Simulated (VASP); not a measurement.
# ZnO (Cmmm) in VASP: single point with PBEsol-based screened hybrid with 25 % exact exchange

Aim: the single point of ZnO with PBEsol-based screened hybrid with 25 % exact exchange.

All numbers are computed with VASP 6.6.1; they aren't measurements. Logs are shortened: lines on timing, memory, paths and dates and some standing lists are left out, and cuts for length are marked.

## Step 1: The cell of the first run

Symmetry: Cmmm, No. 65, orthorhombic system. Conventional cell: a = 2.866 Å, b = 7.054 Å, c = 2.838 Å, α = 90.00°, β = 90.00°, γ = 90.00°. Within 2.7 Å of Zn (site symmetry mmm) lie 4 O at 2.02 Å. Within 2.7 Å of O (site symmetry mmm) lie 4 Zn at 2.02 Å.

## Step 2: Single point, PBEsol-based screened hybrid with 25 % exact exchange

POSCAR reads:

```
ZnO
1.0
    1.4332300000     -3.5270800000      0.0000000000
    1.4332300000      3.5270800000      0.0000000000
    0.0000000000      0.0000000000      2.8384900000
Zn O
1 1
Direct
    0.0000000000      0.0000000000      0.0000000000
    0.5000000000      0.5000000000      0.5000000000
```

INCAR.step1 reads:

```
SYSTEM = ZnO
PREC = Accurate
ENCUT = 520
EDIFF = 1E-5
ISMEAR = -1
SIGMA = 0.05
LREAL = .FALSE.
LASPH = .TRUE.
NELM = 80
ALGO = Normal
ISIF = 2
LWAVE = .TRUE.
LCHARG = .FALSE.
NBANDS = 16
GGA = PE
```

INCAR.step2 reads:

```
SYSTEM = ZnO
PREC = Accurate
ENCUT = 520
EDIFF = 1E-7
ISMEAR = -1
SIGMA = 0.05
LREAL = .FALSE.
LASPH = .TRUE.
NELM = 80
ALGO = Normal
ISIF = 2
LWAVE = .FALSE.
LCHARG = .FALSE.
GGA = PS
LHFCALC = .TRUE.
AEXX = 0.25
HFSCREEN = 0.207
PRECFOCK = Normal
NBANDS = 16
ISTART = 1
```

KPOINTS reads:

```
regular mesh
0
G
  5 5 5
  0 0 0
```

Potentials or basis: VASP PAW PBE potentials, release 64 (Zn, O).

Command:

```
> cat potpaw_PBE.64/Zn/POTCAR potpaw_PBE.64/O/POTCAR > POTCAR
> cp INCAR.step1 INCAR
> mpirun -np 1 vasp_std > vasp.out
> cp INCAR.step2 INCAR
> mpirun -np 1 vasp_std > vasp.out
```

OUTCAR:

```text
SYSTEM = ZnO
   PREC = Accurate
   ENCUT = 520
   EDIFF = 1E-7
   ISMEAR = -1
   LREAL = .FALSE.
   LASPH = .TRUE.
   NELM = 80
   ISIF = 2
   GGA = PS
   LHFCALC = .TRUE.
   AEXX = 0.25
   HFSCREEN = 0.207
   PRECFOCK = Normal
   ISTART = 1

 ion  position               nearest neighbor table
   1  0.000  0.000  0.000-   2 2.02   2 2.02   2 2.02   2 2.02
   2  0.500  0.500  0.500-   1 2.02   1 2.02   1 2.02   1 2.02

  LATTYP: Found a base centered orthorhombic cell.
 ALAT       =     2.8664600000
 B/A-ratio  =     2.4609309043
 C/A-ratio  =     0.9902423198

  Lattice vectors:

 A1 = (   1.4332300000,  -3.5270800000,   0.0000000000)
 A2 = (   1.4332300000,   3.5270800000,   0.0000000000)
 A3 = (   0.0000000000,   0.0000000000,   2.8384900000)

Analysis of symmetry for initial positions (statically):
=====================================================================
 Subroutine PRICEL returns:
 Original cell was already a primitive cell.

 Routine SETGRP: Setting up the symmetry group for a
 base centered orthorhombic supercell.

 Subroutine GETGRP returns: Found  8 space group operations
 (whereof  8 operations were pure point group operations)
 out of a pool of  8 trial point group operations.

The static configuration has the point symmetry D_2h.

Analysis of symmetry for dynamics (positions and initial velocities):
=====================================================================
 Subroutine PRICEL returns:
 Original cell was already a primitive cell.

 Routine SETGRP: Setting up the symmetry group for a
 base centered orthorhombic supercell.

 Subroutine GETGRP returns: Found  8 space group operations
 (whereof  8 operations were pure point group operations)
 out of a pool of  8 trial point group operations.

The dynamic configuration has the point symmetry D_2h.

 Subroutine INISYM returns: Found  8 space group operations
 (whereof  8 operations are pure point group operations),
 and found     1 'primitive' translations

----------------------------------------------------------------------------------------

                                     Primitive cell

  volume of cell :      28.6978

  direct lattice vectors                    reciprocal lattice vectors
     1.433230000 -3.527080000  0.000000000     0.348862360 -0.141760323  0.000000000
     1.433230000  3.527080000  0.000000000     0.348862360  0.141760323  0.000000000
     0.000000000  0.000000000  2.838490000     0.000000000  0.000000000  0.352299990

  length of vectors
     3.807156624  3.807156624  2.838490000     0.376564650  0.376564650  0.352299990

  position of ions in fractional coordinates (direct lattice)
     0.000000000  0.000000000  0.000000000
     0.500000000  0.500000000  0.500000000

  ion indices of the primitive-cell ions
   primitive index   ion index
                 1           1
                 2           2

----------------------------------------------------------------------------------------

 KPOINTS: regular mesh

Automatic generation of k-mesh.
 Grid dimensions read from file:
 generate k-points for:    5    5    5

 Generating k-lattice:

  Cartesian coordinates                     Fractional coordinates (reciprocal lattice)
     0.069772472 -0.028352065  0.000000000     0.200000000  0.000000000  0.000000000
     0.069772472  0.028352065  0.000000000     0.000000000  0.200000000  0.000000000
     0.000000000  0.000000000  0.070459998     0.000000000  0.000000000  0.200000000

  Length of vectors
     0.075312930  0.075312930  0.070459998

  Shift w.r.t. Gamma in fractional coordinates (k-lattice)
     0.000000000  0.000000000  0.000000000

 Subroutine IBZKPT returns following result:
 ===========================================

 Found     27 irreducible k-points:

 Following reciprocal coordinates:
            Coordinates               Weight
  0.000000  0.000000  0.000000      1.000000
  0.200000 -0.000000  0.000000      4.000000
  0.400000  0.000000  0.000000      4.000000
  0.200000  0.200000  0.000000      2.000000
  0.400000  0.200000  0.000000      4.000000
 -0.400000  0.200000  0.000000      4.000000
[... 16 lines left out ...]
  0.400000  0.200000  0.400000      8.000000
 -0.400000  0.200000  0.400000      8.000000
 [... further k-points ...]
   k-points           NKPTS =     27   k-points in BZ     NKDIM =    125   number of bands    NBANDS=     16
   number of dos      NEDOS =    301   number of ions     NIONS =      2
   total plane-waves  NPLWV =  18816
   dimension x,y,z NGX =    28 NGY =   28 NGZ =   24
   dimension x,y,z NGXF=    56 NGYF=   56 NGZF=   48
   ions per type =               1   1
   NGX,Y,Z   is equivalent  to a cutoff of  12.23, 12.23, 14.06 a.u.
   NGXF,Y,Z  is equivalent  to a cutoff of  24.45, 24.45, 28.11 a.u.
 SYSTEM =  ZnO
   PREC   = accura    normal or accurate (medium, high low for compatibility)
   ISTART =      1    job   : 0-new  1-cont  2-samecut
   ICHARG =      0    charge: 1-file 2-atom 10-const
   ISPIN  =      1    spin polarized calculation?
   LNONCOLLINEAR =      F non collinear calculations
   LSORBIT =      F    spin-orbit coupling
   LASPH  =      T    aspherical Exc in radial PAW
   ENCUT  =  520.0 eV  38.22 Ry    6.18 a.u.   7.08  7.08  5.28*2*pi/ulx,y,z
   NELM   =     80;   NELMIN=  2; NELMDL=  0     # of ELM steps
   EDIFF  = 0.1E-06   stopping-criterion for ELM
   LREAL  =      F    real-space projection
   EDIFFG = 0.1E-05   stopping-criterion for IOM
   NSW    =      0    number of steps for IOM
   IBRION =     -1    ionic relax: 0-MD 1-quasi-New 2-CG
   NFREE  =      0    steps in history (QN), initial steepest desc. (CG)
   ISIF   =      2    stress and relaxation
   ISYM   =      3    0-nonsym 1-usesym 2-fastsym
   POTIM  = 0.5000    time-step for ionic-motion
   TEBEG  =    0.0;   TEEND  =   0.0 temperature during run
   PSTRESS=    0.0 pullay stress
   NELECT =      18.0000    total number of electrons
   NUPDOWN=      -1.0000    fix difference up-down
   EMIN   =  10.00;   EMAX   =-10.00  energy-range for DOS
   EFERMI =   0.00;   METHOD = LEGACY
   ISMEAR =    -1;   SIGMA  =   0.05  broadening in eV -4-tet -1-fermi 0-gaus
   EFERMI_NEDOS =   21; number of points for ismear=-14 and -15
   IALGO  =     38    algorithm
   IMIX   =      1    mixing-type and parameters
     AMIX     =   0.40;   BMIX     =  1.00
     AMIX_MAG =   1.60;   BMIX_MAG =  1.00
  volume/ion in A,a.u.               =      14.35        96.83
  Fermi-wavevector in a.u.,A,eV,Ry     =   1.401359  2.648185 26.719226  1.963808
  Thomas-Fermi vector in A             =   2.524228
   LORBIT       =      0    0 simple, 1 ext, 2 COOP (PROOUT), +10 PAW based schemes
   GGA     = PS    functional components
   LHFCALC =     T    Hartree Fock is set to
   PRECFOCK=normal    Normal, Fast or Accurate (Low or Medium for compatibility)
   ENCUT4O =  -1.0   cutoff for four orbital integrals eV
   NKREDX  =     1    reduce k-point grid by
   NKREDY  =     1    reduce k-point grid by
   NKREDZ  =     1    reduce k-point grid by
   AEXX    =    0.2500 exact exchange contribution
   HFSCREEN=    0.2070 screening length (either q_TF or 0.3 A-1)
   HFSCREENC=   0.2070 screening length for correlation (either q_TF or 0.3 A-1)
   ENCUTFOCK=  -1.0 apply spherical cutoff to Coloumb kernel
   IVDW    =     0    specifies the selected vdW correction
   LEPSILON=     F    determine dielectric tensor
   LRPA    =     F    only Hartree local field effects (RPA)
 non-spin polarized calculation
  energy-cutoff  :      520.00
  volume of cell :       28.70
 maximum number of plane-waves:       781
  NGX = 24; NGY = 24; NGZ = 16

 number of electron      18.0000015 magnetization

 Free energy of the ion-electron system (eV)
  ---------------------------------------------------
  ext. energy  EPLUGINS =         0.00000000
  ---------------------------------------------------
  free energy    TOTEN  =       -11.05441014 eV

  energy without entropy =      -11.05441007  energy(sigma->0) =      -11.05441011

 E-fermi :   0.3311     XC(G=0):  -8.2109

 val. band max:       -0.4425892447   @ k =   0.4000   0.2000   0.0000
 cond. band min:       0.9701916583   @ k =   0.0000   0.0000   0.0000
 fundamental gap:      1.4127809030
 Fermi energy:         0.3310964419

 k-point     1 :       0.0000    0.0000    0.0000
  band No.  band energies     occupation
      1     -20.2825      2.00000
      2      -7.5951      2.00000
      3      -7.3697      2.00000
      4      -7.1724      2.00000
      5      -7.1302      2.00000
      6      -6.9902      2.00000
[... 8 lines left out ...]
     15      19.2665      0.00000
     16      20.9020      0.00000

 k-point     2 :       0.2000   -0.0000    0.0000
  band No.  band energies     occupation
      1     -19.9715      2.00000
      2      -7.7961      2.00000
      3      -7.5158      2.00000
      4      -7.4221      2.00000
      5      -7.2835      2.00000
      6      -7.1227      2.00000
[... 8 lines left out ...]
     15      18.1316      0.00000
     16      21.1120      0.00000

 k-point     3 :       0.4000    0.0000    0.0000
  band No.  band energies     occupation
      1     -19.3972      2.00000
      2      -8.7518      2.00000
      3      -8.1373      2.00000
      4      -7.7567      2.00000
      5      -7.1106      2.00000
      6      -7.0857      2.00000
[... 8 lines left out ...]
     15      17.6372      0.00000
     16      23.2280      0.00000

 k-point     4 :       0.2000    0.2000    0.0000
  band No.  band energies     occupation
      1     -19.4120      2.00000
      2      -8.7444      2.00000
      3      -8.1378      2.00000
      4      -7.7278      2.00000
      5      -7.1129      2.00000
      6      -7.1079      2.00000
[... 8 lines left out ...]
     15      16.8843      0.00000
     16      23.0610      0.00000
[... 324 lines left out ...]
 k-point    22 :       0.2000    0.2000    0.4000
  band No.  band energies     occupation
      1     -19.1279      2.00000
      2      -7.5639      2.00000
      3      -7.4309      2.00000
      4      -7.3872      2.00000
      5      -7.0144      2.00000
      6      -6.9392      2.00000
[... 8 lines left out ...]
     15      15.0904      0.00000
     16      18.1943      0.00000

 k-point    23 :       0.4000    0.2000    0.4000
  band No.  band energies     occupation
      1     -19.1039      2.00000
      2      -7.6025      2.00000
      3      -7.4801      2.00000
      4      -7.3866      2.00000
      5      -6.9537      2.00000
      6      -6.8869      2.00000
[... 8 lines left out ...]
     15      17.5074      0.00000
     16      19.0981      0.00000

 k-point    24 :      -0.4000    0.2000    0.4000
  band No.  band energies     occupation
      1     -19.2555      2.00000
      2      -8.4306      2.00000
      3      -7.7785      2.00000
      4      -7.6480      2.00000
      5      -7.2345      2.00000
      6      -7.0220      2.00000
[... 8 lines left out ...]
     15      19.2893      0.00000
     16      21.8697      0.00000

 [... further k-points ...]

------------------------ aborting loop because EDIFF is reached ----------------------------------------

  FORCE on cell =-STRESS in cart. coord.  units (eV):
  Direction    XX          YY          ZZ          XY          YZ          ZX
  --------------------------------------------------------------------------------------
  -------------------------------------------------------------------------------------
  Total       -1.5104196     -0.1927999     -1.5276988      0.0000000      0.0000000      0.0000000
  in kB      -84.3256388    -10.7638790    -85.2903233      0.0000000      0.0000000      0.0000000
  external PRESSURE =     -60.1266137 kB  Pullay stress =       0.0000000 kB

 VOLUME and BASIS-vectors are now :
 -----------------------------------------------------------------------------
  energy-cutoff  :      520.00
  volume of cell :       28.70
      direct lattice vectors                 reciprocal lattice vectors
     1.433230000 -3.527080000  0.000000000     0.348862360 -0.141760323  0.000000000
     1.433230000  3.527080000  0.000000000     0.348862360  0.141760323  0.000000000
     0.000000000  0.000000000  2.838490000     0.000000000  0.000000000  0.352299990

 POSITION                                       TOTAL-FORCE (eV/Angst)
 -----------------------------------------------------------------------------------
      0.00000      0.00000      0.00000        -0.000000      0.000000      0.000000
      1.43323      0.00000      1.41925         0.000000      0.000000      0.000000
 -----------------------------------------------------------------------------------
    total drift:                                0.000015     -0.000012      0.000001

  FREE ENERGIE OF THE ION-ELECTRON SYSTEM (eV)
  ---------------------------------------------------
  free  energy   TOTEN  =       -11.0544101422 eV

  energy  without entropy=      -11.0544100735  energy(sigma->0) =      -11.05441011
```

Run time: 16 min. Hardware: 1 thread of AMD EPYC 9R45 (Zen 5), shared host; peak memory 0.23 GiB.

Results:

- Free energy: -11.0544 eV
- Pressure: -6.0 GPa
- Band gap on the k mesh: 1.41 eV (least direct gap 3.65 eV)

Stress tensor (GPa, compression positive):
```
-8.43  0.00  0.00
 0.00 -1.08  0.00
 0.00  0.00 -8.53
```

Caveat: the k points lie up to 0.47 Å⁻¹ apart; the PAW data sets were made with another functional, which shifts forces and pressure a little. A k mesh can miss the band edges.
